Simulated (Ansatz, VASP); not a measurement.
## One calculation of Be2ZnSe3, two programs

```
Be Zn Se
1.0
     4.48893    0.00000    0.00000
     0.00000    4.48893    0.00000
     0.00000    0.00000    7.91255
Be Zn Se
2 1 3
Direct
  0.50000 0.50000 0.24926
  0.50000 0.50000 0.75074
  0.00000 0.00000 0.50000
  0.50000 0.50000 0.00000
  0.50000 0.50000 0.50000
  0.00000 0.00000 0.00000
```

Alike in both runs: functional PBE; k mesh 8 × 8 × 6; occupations gaussian, width 0.1 eV; no spin polarisation.

Ansatz relaxed the structure, and its values are those at the end. VASP's run is a single point on that final structure, the one shown.

|  | VASP | Ansatz |
| --- | --- | --- |
| version | VASP 6.6.1 | Ansatz 0.2.0 |
| potentials or method | VASP PAW PBE potentials, release 64 (Be, Zn, Se), cutoff 520 eV | scalar-relativistic, plane waves, PAW |
| valence electrons in the cell | 34 | 64 |

Ansatz gave:

| Item | Value |
| --- | --- |
| gap on the k mesh at the Fermi level (eV) | none |
| pressure (GPa) | 0.0 |

Task: Estimate VASP's values.

Result: gap on the k mesh at the Fermi level (eV): none; pressure (GPa): 0.1.

A gap of «none» marks a metal or a gap that the smearing closes. VASP's potentials hold 34 valence electrons a cell and Ansatz's 64, so a difference there can come from the potentials and not from the codes.
